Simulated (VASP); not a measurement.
# Ti (P6/mmm) in VASP: further runs, part 2 of 2

VASP 6.6.1.

### 4 Single point, r2SCAN (equal strain along all axes, cell held: -3.0 %)

Contents of POSCAR:

```
Ti
1.0
    4.4309810599      0.0000000000      0.0000000000
   -2.2154905300      3.8373421616      0.0000000000
    0.0000000000      0.0000000000      2.7398260410
Ti
3
Direct
    0.0000000000      0.0000000000      0.0000000000
    0.3333333333      0.6666666667      0.5000000000
    0.6666666667      0.3333333333      0.5000000000
```

Contents of INCAR.step1:

```
SYSTEM = Ti
PREC = Accurate
ENCUT = 520
ISMEAR = 0
SIGMA = 0.1
LREAL = .FALSE.
LASPH = .TRUE.
NELM = 100
NBANDS = 25
GGA = PE
ALGO = Normal
EDIFF = 1E-4
LWAVE = .TRUE.
LCHARG = .FALSE.
```

Contents of INCAR.step2:

```
SYSTEM = Ti
PREC = Accurate
ENCUT = 520
EDIFF = 1E-6
ISMEAR = 0
SIGMA = 0.1
LREAL = .FALSE.
LASPH = .TRUE.
NELM = 100
ALGO = Normal
ISIF = 2
LWAVE = .FALSE.
LCHARG = .FALSE.
METAGGA = R2SCAN
LMIXTAU = .TRUE.
NBANDS = 25
ISTART = 1
```

Contents of KPOINTS:

```
Automatic mesh
0
G
  12 12 18
  0 0 0
```

Potentials or basis: VASP PAW PBE potentials, release 64 (Ti_sv).

On the command line:

```console
> cat potpaw_PBE.64/Ti_sv/POTCAR > POTCAR
> cp INCAR.step1 INCAR
> mpirun -np 1 vasp_std > vasp.out
> cp INCAR.step2 INCAR
> mpirun -np 1 vasp_std > vasp.out
```

OUTCAR:

```text
SYSTEM = Ti
   PREC = Accurate
   ENCUT = 520
   EDIFF = 1E-6
   ISMEAR = 0
   LREAL = .FALSE.
   LASPH = .TRUE.
   NELM = 100
   ISIF = 2
   METAGGA = R2SCAN
   ISTART = 1

 ion  position               nearest neighbor table
   1  0.000  0.000  0.000-   2 2.90   3 2.90   2 2.90   3 2.90   3 2.90   3 2.90   2 2.90   2 2.90
                             3 2.90   3 2.90   2 2.90   2 2.90
   2  0.333  0.667  0.500-   3 2.56   3 2.56   3 2.56   1 2.90   1 2.90   1 2.90   1 2.90   1 2.90
                             1 2.90
   3  0.667  0.333  0.500-   2 2.56   2 2.56   2 2.56   1 2.90   1 2.90   1 2.90   1 2.90   1 2.90
                             1 2.90

  LATTYP: Found a hexagonal cell.
 ALAT       =     4.4309810599
 C/A-ratio  =     0.6183339545

  Lattice vectors:

 A1 = (   4.4309810599,   0.0000000000,   0.0000000000)
 A2 = (  -2.2154905300,   3.8373421616,   0.0000000000)
 A3 = (   0.0000000000,   0.0000000000,   2.7398260410)

Analysis of symmetry for initial positions (statically):
=====================================================================
 Subroutine PRICEL returns:
 Original cell was already a primitive cell.
[... 170 lines left out ...]

  energy without entropy =      -38.71041495  energy(sigma->0) =      -38.71658595

 E-fermi :   9.5471     XC(G=0): -12.9892

 val. band max:        9.5457974875   @ k =   0.4167   0.1667   0.1667
 cond. band min:       9.5509806294   @ k =   0.4167   0.0833   0.1667
 fundamental gap:      0.0051831418
 Fermi energy:         9.5471167085

 k-point     1 :       0.0000    0.0000    0.0000
  band No.  band energies     occupation
      1     -49.5332      2.00000
      2     -49.2802      2.00000
      3     -49.0632      2.00000
      4     -24.8390      2.00000
      5     -24.8390      2.00000
      6     -24.8345      2.00000
[... 661 lines left out ...]
     24      12.0222      0.00000
     25      12.6667      0.00000

 [... further k-points ...]

------------------------ aborting loop because EDIFF is reached ----------------------------------------

  FORCE on cell =-STRESS in cart. coord.  units (eV):
  Direction    XX          YY          ZZ          XY          YZ          ZX
  --------------------------------------------------------------------------------------
  -------------------------------------------------------------------------------------
  Total        3.7285295      3.7285295      4.0515100     -0.0000000      0.0000000      0.0000000
  in kB      128.2315101    128.2315101    139.3394499     -0.0000000      0.0000000      0.0000000
  external PRESSURE =     131.9341567 kB  Pullay stress =       0.0000000 kB

 VOLUME and BASIS-vectors are now :
 -----------------------------------------------------------------------------
  energy-cutoff  :      520.00
  volume of cell :       46.59
      direct lattice vectors                 reciprocal lattice vectors
     4.430981060  0.000000000  0.000000000     0.225683655  0.130298519  0.000000000
    -2.215490530  3.837342162  0.000000000     0.000000000  0.260597038  0.000000000
     0.000000000  0.000000000  2.739826041     0.000000000  0.000000000  0.364986676

 POSITION                                       TOTAL-FORCE (eV/Angst)
 -----------------------------------------------------------------------------------
      0.00000      0.00000      0.00000        -0.000000      0.000000     -0.000000
     -0.00000      2.55823      1.36991        -0.000000      0.000000      0.000000
      2.21549      1.27911      1.36991         0.000000     -0.000000     -0.000000
 -----------------------------------------------------------------------------------
    total drift:                                0.000000      0.000000     -0.000000

  FREE ENERGIE OF THE ION-ELECTRON SYSTEM (eV)
  ---------------------------------------------------
  free  energy   TOTEN  =       -38.7227569540 eV

  energy  without entropy=      -38.7104149502  energy(sigma->0) =      -38.71658595
```

OUTCAR.step1:

```text
SYSTEM = Ti
   PREC = Accurate
   ENCUT = 520
   ISMEAR = 0
   LREAL = .FALSE.
   LASPH = .TRUE.
   NELM = 100
[... 900 lines left out ...]
      0.00000      0.00000      0.00000         0.000000      0.000000     -0.000000
     -0.00000      2.55823      1.36991         0.000000      0.000000      0.000000
      2.21549      1.27911      1.36991        -0.000000      0.000000     -0.000000
 -----------------------------------------------------------------------------------
    total drift:                                0.000000      0.000000     -0.000000

  FREE ENERGIE OF THE ION-ELECTRON SYSTEM (eV)
  ---------------------------------------------------
  free  energy   TOTEN  =       -23.3514425053 eV

  energy  without entropy=      -23.3380587003  energy(sigma->0) =      -23.34475060
```

Wall time 12 min (1 thread of Intel Xeon 8259CL, shared host); peak memory 0.29 GiB.

Results:

```
Free energy            : -38.7228 eV
Pressure               : 13.2 GPa
Band gap on the k mesh : zero (bands 18 and 19 overlap by 0.33 eV)
```

Stress tensor (GPa, compression positive):
```
12.82  0.00  0.00
 0.00 12.82  0.00
 0.00  0.00 13.93
```

Levels at points of the mesh, in eV from the Fermi level:
```csv
k point,band 16,band 17,band 18,band 19,band 20,band 21
"(0.00, 0.00, 0.00)",-0.84,-0.80,-0.80,0.03,0.87,1.55
"(0.50, 0.00, 0.00)",-0.54,-0.46,-0.43,0.03,0.67,1.22
"(0.00, 0.00, 0.50)",-2.04,-2.04,-1.95,1.19,1.19,1.55
"(0.50, 0.00, 0.50)",-1.50,-0.88,-0.83,0.41,0.98,1.20
```

Caveat: the cell differs from its parent crystal (equal strain along all axes, cell held: -3.0 %); the cell stands under pressure; the PAW data sets were made with another functional, which shifts forces and pressure a little.

### 5 Single point, r2SCAN (equal strain along all axes, cell held: -2.0 %)

Contents of POSCAR:

```
Ti
1.0
    4.4766612770      0.0000000000      0.0000000000
   -2.2383306385      3.8769023901      0.0000000000
    0.0000000000      0.0000000000      2.7680716703
Ti
3
Direct
    0.0000000000      0.0000000000      0.0000000000
    0.3333333333      0.6666666667      0.5000000000
    0.6666666667      0.3333333333      0.5000000000
```

Contents of INCAR.step1:

```
SYSTEM = Ti
  PREC = Accurate
  ENCUT = 520
  ISMEAR = 0
  SIGMA = 0.1
  LREAL = .False.
  LASPH = .True.
  NELM = 60
  NBANDS = 25
  GGA = PE
  ALGO = Normal
  EDIFF = 1E-4
  LWAVE = .True.
  LCHARG = .False.
```

Contents of INCAR.step2:

```
SYSTEM = Ti
  PREC = Accurate
  ENCUT = 520
  EDIFF = 1E-7
  ISMEAR = 0
  SIGMA = 0.1
  LREAL = .False.
  LASPH = .True.
  NELM = 60
  ALGO = Normal
  ISIF = 2
  LWAVE = .False.
  LCHARG = .True.
  METAGGA = R2SCAN
  LMIXTAU = .True.
  LELF = .True.
  LVHAR = .True.
  NBANDS = 25
  ISTART = 1
```

Contents of KPOINTS:

```
Automatic mesh
0
Gamma
  12 12 18
  0 0 0
```

Potentials or basis: VASP PAW PBE potentials, release 64 (Ti_sv).

On the command line:

```console
> cat potpaw_PBE.64/Ti_sv/POTCAR > POTCAR
> cp INCAR.step1 INCAR
> mpirun -np 1 vasp_std > vasp.out
> cp INCAR.step2 INCAR
> mpirun -np 1 vasp_std > vasp.out
```

OUTCAR:

```text
SYSTEM = Ti
   PREC = Accurate
   ENCUT = 520
   EDIFF = 1E-7
   ISMEAR = 0
   LREAL = .False.
   LASPH = .True.
   NELM = 60
   ISIF = 2
   METAGGA = R2SCAN
   ISTART = 1

 ion  position               nearest neighbor table
   1  0.000  0.000  0.000-
   2  0.333  0.667  0.500-   3 2.58   3 2.58   3 2.58
   3  0.667  0.333  0.500-   2 2.58   2 2.58   2 2.58

  LATTYP: Found a hexagonal cell.
 ALAT       =     4.4766612770
 C/A-ratio  =     0.6183339545

  Lattice vectors:

 A1 = (   4.4766612770,   0.0000000000,   0.0000000000)
 A2 = (  -2.2383306385,   3.8769023901,   0.0000000000)
 A3 = (   0.0000000000,   0.0000000000,   2.7680716703)

Analysis of symmetry for initial positions (statically):
=====================================================================
 Subroutine PRICEL returns:
 Original cell was already a primitive cell.

 Routine SETGRP: Setting up the symmetry group for a
 hexagonal supercell.

 Subroutine GETGRP returns: Found 24 space group operations
 (whereof 24 operations were pure point group operations)
 out of a pool of 24 trial point group operations.

The static configuration has the point symmetry D_6h.

Analysis of symmetry for dynamics (positions and initial velocities):
=====================================================================
 Subroutine PRICEL returns:
 Original cell was already a primitive cell.

 Routine SETGRP: Setting up the symmetry group for a
 hexagonal supercell.

 Subroutine GETGRP returns: Found 24 space group operations
 (whereof 24 operations were pure point group operations)
 out of a pool of 24 trial point group operations.

The dynamic configuration has the point symmetry D_6h.

 Subroutine INISYM returns: Found 24 space group operations
 (whereof 24 operations are pure point group operations),
 and found     1 'primitive' translations

----------------------------------------------------------------------------------------

                                     Primitive cell

  volume of cell :      48.0415

  direct lattice vectors                    reciprocal lattice vectors
     4.476661277  0.000000000  0.000000000     0.223380760  0.128968942  0.000000000
    -2.238330638  3.876902390  0.000000000     0.000000000  0.257937884  0.000000000
     0.000000000  0.000000000  2.768071670     0.000000000  0.000000000  0.361262322

  length of vectors
     4.476661277  4.476661277  2.768071670     0.257937884  0.257937884  0.361262322

  position of ions in fractional coordinates (direct lattice)
     0.000000000  0.000000000  0.000000000
     0.333333333  0.666666667  0.500000000
     0.666666667  0.333333333  0.500000000

  ion indices of the primitive-cell ions
   primitive index   ion index
                 1           1
                 2           2
                 3           3

----------------------------------------------------------------------------------------

 KPOINTS: Automatic mesh

Automatic generation of k-mesh.
 Grid dimensions read from file:
 generate k-points for:   12   12   18

 Generating k-lattice:

  Cartesian coordinates                     Fractional coordinates (reciprocal lattice)
     0.018615063  0.010747412  0.000000000     0.083333333  0.000000000  0.000000000
     0.000000000  0.021494824  0.000000000     0.000000000  0.083333333  0.000000000
     0.000000000  0.000000000  0.020070129     0.000000000  0.000000000  0.055555556

  Length of vectors
     0.021494824  0.021494824  0.020070129

  Shift w.r.t. Gamma in fractional coordinates (k-lattice)
     0.000000000  0.000000000  0.000000000

 Subroutine IBZKPT returns following result:
 ===========================================

 Found    190 irreducible k-points:

 Following reciprocal coordinates:
            Coordinates               Weight
  0.000000  0.000000  0.000000      1.000000
  0.083333  0.000000  0.000000      6.000000
  0.166667  0.000000  0.000000      6.000000
  0.250000  0.000000  0.000000      6.000000
  0.333333  0.000000  0.000000      6.000000
  0.416667 -0.000000  0.000000      6.000000
[... 16 lines left out ...]
  0.250000  0.000000  0.055556     12.000000
  0.333333  0.000000  0.055556     12.000000
 [... further k-points ...]
   k-points           NKPTS =    190   k-points in BZ     NKDIM =    190   number of bands    NBANDS=     25
   number of dos      NEDOS =    301   number of ions     NIONS =      3
   total plane-waves  NPLWV =  31104
   dimension x,y,z NGX =    36 NGY =   36 NGZ =   24
   dimension x,y,z NGXF=    72 NGYF=   72 NGZF=   48
   ions per type =               3
   NGX,Y,Z   is equivalent  to a cutoff of  13.37, 13.37, 14.41 a.u.
   NGXF,Y,Z  is equivalent  to a cutoff of  26.74, 26.74, 28.83 a.u.
 SYSTEM =  Ti
   PREC   = accura    normal or accurate (medium, high low for compatibility)
   ISTART =      1    job   : 0-new  1-cont  2-samecut
   ICHARG =      0    charge: 1-file 2-atom 10-const
   ISPIN  =      1    spin polarized calculation?
   LNONCOLLINEAR =      F non collinear calculations
   LSORBIT =      F    spin-orbit coupling
   LASPH  =      T    aspherical Exc in radial PAW
   ENCUT  =  520.0 eV  38.22 Ry    6.18 a.u.   8.32  8.32  5.15*2*pi/ulx,y,z
   NELM   =     60;   NELMIN=  2; NELMDL=  0     # of ELM steps
   EDIFF  = 0.1E-06   stopping-criterion for ELM
   LREAL  =      F    real-space projection
   EDIFFG = 0.1E-05   stopping-criterion for IOM
   NSW    =      0    number of steps for IOM
   IBRION =     -1    ionic relax: 0-MD 1-quasi-New 2-CG
   NFREE  =      0    steps in history (QN), initial steepest desc. (CG)
   ISIF   =      2    stress and relaxation
   ISYM   =      2    0-nonsym 1-usesym 2-fastsym
   POTIM  = 0.5000    time-step for ionic-motion
   TEBEG  =    0.0;   TEEND  =   0.0 temperature during run
   PSTRESS=    0.0 pullay stress
   NELECT =      36.0000    total number of electrons
   NUPDOWN=      -1.0000    fix difference up-down
   EMIN   =  10.00;   EMAX   =-10.00  energy-range for DOS
   EFERMI =   0.00;   METHOD = LEGACY
   ISMEAR =     0;   SIGMA  =   0.10  broadening in eV -4-tet -1-fermi 0-gaus
   EFERMI_NEDOS =   21; number of points for ismear=-14 and -15
   IALGO  =     38    algorithm
   IMIX   =      4    mixing-type and parameters
     AMIX     =   0.40;   BMIX     =  1.00
     AMIX_MAG =   1.60;   BMIX_MAG =  1.00
  volume/ion in A,a.u.               =      16.01       108.07
  Fermi-wavevector in a.u.,A,eV,Ry     =   1.486974  2.809974 30.083749  2.211093
  Thomas-Fermi vector in A             =   2.600193
   LORBIT       =      0    0 simple, 1 ext, 2 COOP (PROOUT), +10 PAW based schemes
   METAGGA = R2SCAN    functional components
   LHFCALC =     F    Hartree Fock is set to
   AEXX    =    0.0000 exact exchange contribution
   IVDW    =     0    specifies the selected vdW correction
   LEPSILON=     F    determine dielectric tensor
   LRPA    =     F    only Hartree local field effects (RPA)
 non-spin polarized calculation
 Gauss-broadening in eV      SIGMA  =   0.10
  energy-cutoff  :      520.00
  volume of cell :       48.04
 maximum number of plane-waves:      1313
 NGX is ok and might be reduce to    36
   NGX = 17   NGY = 17   NGZ = 11

 number of electron      36.0000012 magnetization

 Free energy of the ion-electron system (eV)
  ---------------------------------------------------
  ext. energy  EPLUGINS =         0.00000000
  ---------------------------------------------------
  free energy    TOTEN  =       -38.82204522 eV

  energy without entropy =      -38.80999177  energy(sigma->0) =      -38.81601849

 E-fermi :   9.1903     XC(G=0): -12.8242

 val. band max:        9.1827981028   @ k =   0.3333   0.1667   0.0556
 cond. band min:       9.2021408626   @ k =   0.4167   0.1667   0.1667
 fundamental gap:      0.0193427598
 Fermi energy:         9.1902723442

 k-point     1 :       0.0000    0.0000    0.0000
  band No.  band energies     occupation
      1     -49.9481      2.00000
      2     -49.6978      2.00000
      3     -49.4975      2.00000
      4     -25.2413      2.00000
      5     -25.2413      2.00000
      6     -25.2116      2.00000
[... 17 lines left out ...]
     24      11.2612      0.00000
     25      11.3924      0.00000
[... 621 lines left out ...]
      3     -49.5447      2.00000
      4     -25.4645      2.00000
      5     -25.2973      2.00000
      6     -24.9728      2.00000
[... 17 lines left out ...]
     24      11.5885      0.00000
     25      12.2097      0.00000

 [... further k-points ...]

------------------------ aborting loop because EDIFF is reached ----------------------------------------

  FORCE on cell =-STRESS in cart. coord.  units (eV):
  Direction    XX          YY          ZZ          XY          YZ          ZX
  --------------------------------------------------------------------------------------
  -------------------------------------------------------------------------------------
  Total        2.4816132      2.4816132      2.6754601      0.0000000      0.0000000     -0.0000000
  in kB       82.7614775     82.7614775     89.2262484      0.0000000      0.0000000     -0.0000000
  external PRESSURE =      84.9164012 kB  Pullay stress =       0.0000000 kB

 VOLUME and BASIS-vectors are now :
 -----------------------------------------------------------------------------
  energy-cutoff  :      520.00
  volume of cell :       48.04
      direct lattice vectors                 reciprocal lattice vectors
     4.476661277  0.000000000  0.000000000     0.223380760  0.128968942  0.000000000
    -2.238330638  3.876902390  0.000000000     0.000000000  0.257937884  0.000000000
     0.000000000  0.000000000  2.768071670     0.000000000  0.000000000  0.361262322

 POSITION                                       TOTAL-FORCE (eV/Angst)
 -----------------------------------------------------------------------------------
      0.00000      0.00000      0.00000         0.000000      0.000000     -0.000000
     -0.00000      2.58460      1.38404         0.000000      0.000000      0.000000
      2.23833      1.29230      1.38404        -0.000000      0.000000     -0.000000
 -----------------------------------------------------------------------------------
    total drift:                                0.000000      0.000000     -0.000000

  FREE ENERGIE OF THE ION-ELECTRON SYSTEM (eV)
  ---------------------------------------------------
  free  energy   TOTEN  =       -38.8220452204 eV

  energy  without entropy=      -38.8099917691  energy(sigma->0) =      -38.81601849
```

Wall time 16 min (1 thread of Intel Xeon 8259CL, shared host); peak memory 0.31 GiB.

What came out:

| Item | Value |
| --- | --- |
| Free energy | -38.8220 eV |
| Pressure | 8.5 GPa |
| Band gap on the k mesh | zero (bands 18 and 19 overlap by 0.31 eV) |

Caveat: the cell differs from its parent crystal (equal strain along all axes, cell held: -2.0 %); the cell stands under pressure; the PAW data sets were made with another functional, which shifts forces and pressure a little.

### 6 Summary

| cell | gap on the mesh (eV) | pressure (GPa) |
| --- | --- | --- |
| a = 4.659, b = 4.659, c = 2.881 Å, angles 90.0, 90.0, 120.0°, 3 atoms | none | -6.0 |
| a = 4.705, b = 4.705, c = 2.909 Å, angles 90.0, 90.0, 120.0°, 3 atoms | none | -8.6 |
| a = 4.431, b = 4.431, c = 2.740 Å, angles 90.0, 90.0, 120.0°, 3 atoms | none | 13.2 |
| a = 4.477, b = 4.477, c = 2.768 Å, angles 90.0, 90.0, 120.0°, 3 atoms | none | 8.5 |

Alike in all rows: task single point; level r2SCAN; potentials or basis VASP PAW PBE potentials, release 64 (Ti_sv); no spin polarisation; k mesh 12 × 12 × 18; cutoff (eV) 520; smearing gaussian 0.1 eV.

Caveats: the PAW data sets were made with another functional, which shifts forces and pressure a little; the cell stands under tension (at least some runs); the cell stands under pressure (at least some runs).

Absolute energies hang on the potentials; compare differences alone.
